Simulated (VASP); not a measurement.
# CaF: relaxation of cell and atoms with PBE

CaF:

```
Ca F
1.0
     3.78510    0.00000    0.00000
     0.00000    3.78510    0.00000
     0.00000    0.00000    5.40544
Ca F
2 2
Direct
  0.50000 0.50000 0.00000
  0.00000 0.00000 0.00000
  0.50000 0.50000 0.64238
  0.50000 0.50000 0.35762
```

```
Program                : VASP 6.6.1
Task                   : relaxation of cell and atoms
Functional             : PBE
Potentials or basis    : VASP PAW PBE potentials, release 64 (Ca_sv, F)
Cutoff                 : 600 eV
k mesh                 : 4 × 4 × 4
Occupations            : gaussian, width 0.1 eV
Spin                   : no spin polarisation
Dipole correction      : no
Further INCAR settings : ALGO = Normal; EDIFF = 1e-07; IBRION = 2; EDIFFG = -0.04; NSW = 90; ISIF = 3
```

```
Relaxed volume                         : 36.06 Å³/atom
Relaxed cell                           : a = 4.661 Å, b = 4.661 Å, c = 6.641 Å, α = 90.00°, β = 90.00°, γ = 90.00°
Space group after relaxing (to 0.05 Å) : P4/mmm (No. 123)
Energy gained by relaxing              : 1563.7 meV/atom
Ionic steps                            : 17
Pressure after relaxing                : -0.1 GPa
Largest force after relaxing           : 0.033 eV/Å
Band gap on the k mesh                 : zero (band 17 reaches -0.24 eV, above the bottom of band 18 at -0.94 eV)
```

Forces in eV/Å, atoms in the order of the input:
```
Ca   0.000  0.000  0.000
Ca   0.000  0.000  0.000
F    0.000  0.000  0.033
F    0.000  0.000 -0.033
```

The path:
```
step  energy change (eV)  largest force (eV/Å)  pressure (GPa)  volume (Å³)
   1              0.0000               12.4066           34.05        77.44
   2             -4.8792                4.1219            6.77       130.95
   3             -4.7162                3.8781           14.08       102.68
   4             -4.6827                5.1510           10.07       124.54
   5             -1.0052                2.6641          -14.00       176.99
   6             -5.2737                0.1302           -0.60       138.03
   7             -5.3229                0.7826            1.06       135.14
   8             -5.3255                1.0043            1.61       134.26
   9             -5.6969                1.1258            0.76       141.58
  10             -5.9893                1.3943           -0.17       153.72
  11             -6.0070                1.4602           -0.45       156.99
  12             -6.0472                0.6435           -3.62       160.44
  13             -6.0910                0.1587           -2.39       158.92
  14             -6.2306                0.0838           -0.96       149.92
  15             -6.2541                0.0038           -0.17       144.97
  16             -6.2541                0.0102           -0.13       144.70
  17             -6.2550                0.0332           -0.12       144.25
```

Final structure:
```
Ca F
1.0
     4.66063    0.00000    0.00000
     0.00000    4.66063    0.00000
     0.00000    0.00000    6.64092
Ca F
2 2
Cartesian
  2.3303 2.3303 0.0000
  0.0000 4.6606 0.0000
  2.3303 2.3303 4.6310
  2.3303 2.3303 2.0099
```

Levels at points of the mesh, in eV from the Fermi level:
| k point | band 13 | band 14 | band 15 | band 16 | band 17 | band 18 | band 19 | band 20 | band 21 |
| --- | --- | --- | --- | --- | --- | --- | --- | --- | --- |
| (0.00, 0.00, 0.00) | -3.06 | -3.00 | -3.00 | -2.26 | -1.87 | -0.27 | 0.90 | 1.68 | 2.03 |
| (0.50, 0.00, 0.00) | -3.18 | -3.04 | -2.99 | -1.87 | -0.33 | -0.11 | 1.52 | 1.58 | 1.91 |
| (0.50, 0.50, 0.00) | -3.19 | -3.16 | -3.16 | -1.86 | 0.42 | 0.50 | 1.61 | 1.61 | 1.66 |
| (0.00, 0.00, 0.50) | -3.10 | -2.83 | -2.81 | -2.81 | -2.16 | -0.27 | 0.90 | 1.94 | 2.20 |
| (0.50, 0.00, 0.50) | -3.05 | -3.03 | -2.82 | -2.81 | -0.31 | -0.07 | 1.44 | 1.59 | 2.07 |
| (0.50, 0.50, 0.50) | -3.02 | -2.94 | -2.94 | -2.81 | 0.42 | 0.54 | 1.59 | 1.59 | 1.68 |

Run time: 6.4 min on 1 thread of AMD EPYC 7R13 Processor (Zen 3), on a shared host, peak memory 0.19 GiB.

Caveat: the k points lie up to 0.34 Å⁻¹ apart in the final cell; the volume moved by over 15 % at a fixed basis, so the end points are rough.
